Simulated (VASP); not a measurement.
Crystal: GdCo3B2.

```xyz
6
Lattice="5.0590 0.0000 0.0000 -2.5295 4.3812 0.0000 0.0000 0.0000 3.0190" Properties=species:S:1:pos:R:3 pbc="T T T"
Gd    0.0000    0.0000    0.0000
Co    2.5295    0.0000    1.5095
Co    1.2648    2.1906    1.5095
Co   -1.2648    2.1906    1.5095
B     0.0000    2.9208    0.0000
B     2.5295    1.4604    0.0000
```

Base run:

```yaml
Program: VASP 6.6.1
Functional: PBEsol
Potentials_or_basis: VASP PAW PBE potentials, release 64 (Gd, Co, B)
Cutoff: 520 eV
k_mesh: 6 × 6 × 9
Occupations: fermi-dirac, width 0.1 eV
Spin: collinear spin, ferromagnetic start
Starting_moments: "[9.1, 3.2, 3.2, 3.2, 0.0, 0.0] μB"
```

Its results: pressure -8.5 GPa; net moment 6.86 μB per cell; site moments Gd +6.79; Co -0.07; B -0.01 μB.

Task: The run is repeated on the same cell with these changes: functional from PBEsol to LDA. What comes out?

Result: Pressure -15.3 GPa; net moment 6.91 μB per cell; site moments Gd +6.77; Co -0.03; B -0.01 μB.

LDA binds more tightly than PBEsol, so the same cell stands under less pressure.

Caveats: the cell stands under tension; the PAW data sets were made with another functional, which shifts forces and pressure a little.
